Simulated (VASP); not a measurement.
A run of VASP 6.6.1 is set up as follows.

Contents of INCAR:

```
SYSTEM = Zn
ALGO     = Fast           ! electronic algorithm
EDIFF    = 1E-6           ! SCF threshold, eV
EDIFFG   = -0.01          ! ionic threshold
ENCUT    = 600            ! plane-wave cutoff, eV
GGA      = PE             ! functional
IBRION   = 2              ! ionic algorithm
ISIF     = 3              ! what is computed and relaxed
ISMEAR   = 0              ! smearing method
LASPH    = .True.         ! aspherical terms in the spheres
LCHARG   = .False.        ! write CHGCAR
LREAL    = .False.        ! projectors in reciprocal space
LWAVE    = .False.        ! write WAVECAR
NELM     = 60             ! most SCF steps
NSW      = 100            ! ionic steps
PREC     = Accurate       ! precision mode
SIGMA    = 0.1            ! smearing width, eV
```

The input KPOINTS:

```
k-points
0
Gamma
  12 12 12
  0 0 0
```

File POSCAR:

```
Zn
1.0
    3.7870932189      0.0000000000      0.0000000000
    0.0000000000      3.7870932189      0.0000000000
    0.0000000000      0.0000000000      3.7870932189
Zn
3
Direct
    0.0000000000      0.5000000000      0.5000000000
    0.5000000000      0.0000000000      0.5000000000
    0.5000000000      0.5000000000      0.0000000000
```

Potentials or basis: VASP PAW PBE potentials, release 64 (Zn).

Run with:

```sh
$ cat potpaw_PBE.64/Zn/POTCAR > POTCAR
$ mpirun -np 1 vasp_std > vasp.out
```

Question: Predict the relaxed cell.

Answer: a = 3.776 Å, b = 3.776 Å, c = 3.776 Å, α = 90.00°, β = 90.00°, γ = 90.00°.

Question: Estimate the relaxed volume.

Answer: 17.94 Å³/atom.

The path:
| step | energy change (eV) | largest force (eV/Å) | pressure (GPa) | volume (Å³) |
| --- | --- | --- | --- | --- |
| 1 | 0.0000 | 0.0000 | -0.45 | 54.31 |
| 2 | -0.0006 | 0.0000 | -0.14 | 53.92 |
| 3 | -0.0006 | 0.0000 | 0.16 | 53.74 |
| 4 | -0.0006 | 0.0000 | -0.01 | 53.83 |

Caveat: the highest band is partly filled, so the run has too few bands.
